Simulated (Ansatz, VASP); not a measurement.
Sb: VASP beside Ansatz

```
Sb
1.0
     2.90720    0.00000    0.00000
     0.00000    2.90720    0.00000
     0.00000    0.00000    3.41280
Sb
1
Direct
  0.00000 0.00000 0.00000
```

Change from the starting cell: strain -0.080 along x and y, +0.080 along z, atoms carried along.

Alike in both runs: task single point; functional r2SCAN; k mesh 16 × 16 × 16; occupations gaussian, width 0.15 eV; no spin polarisation.

|  | VASP | Ansatz |
| --- | --- | --- |
| version | VASP 6.6.1 | Ansatz 0.2.0 |
| potentials or method | VASP PAW PBE potentials, release 64 (Sb), cutoff 520 eV | scalar-relativistic, plane waves, PAW |
| valence electrons in the cell | 5 | 15 |

|  | VASP | Ansatz | Ansatz less VASP |
| --- | --- | --- | --- |
| gap on the k mesh at the Fermi level (eV) | none | none | - |
| pressure (GPa) | 4.5 | 4.4 | -0.12 |
| traceless stress, the component that is largest in VASP (GPa) | -11.81 | -11.70 | +0.109 |

VASP's potentials were made for PBE, not for r2SCAN. A gap of «none» marks a metal or a gap that the smearing closes. VASP's potentials hold 5 valence electrons a cell and Ansatz's 15, so a difference there can come from the potentials and not from the codes.

Neither program's run includes spin-orbit coupling.
